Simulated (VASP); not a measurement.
Runs of VASP 6.6.1 on Rh. The structure is that of space group P6/mmm (No. 191), or close to it. The cells are those of the table. 

| cell | gap on the mesh (eV) | pressure (GPa) |
| --- | --- | --- |
| a = 4.168, b = 4.168, c = 2.537 Å, angles 90.0, 90.0, 120.0°, 3 atoms | none | 42.4 |
| a = 4.341, b = 4.341, c = 2.658 Å, angles 90.0, 90.0, 120.0°, 3 atoms | none | 0.0 |
| a = 4.009, b = 4.009, c = 2.430 Å, angles 90.0, 90.0, 120.0°, 3 atoms | none | 111.5 |
| a = 3.835, b = 3.835, c = 2.315 Å, angles 90.0, 90.0, 120.0°, 3 atoms | none | (a) |

Alike in all rows: task single point; level PBE; potentials or basis VASP PAW PBE potentials, release 64 (Rh_pv); no spin polarisation; k mesh 8 × 8 × 11; cutoff (eV) 520; smearing fermi-dirac 0.08 eV.

Problem. Estimate the missing entries.

Solution. (a) 242.3.

A k mesh can miss the band edges, and the runs leave out spin-orbit coupling on Rh.

A gap of «none» marks levels without a gap at the run's occupations.
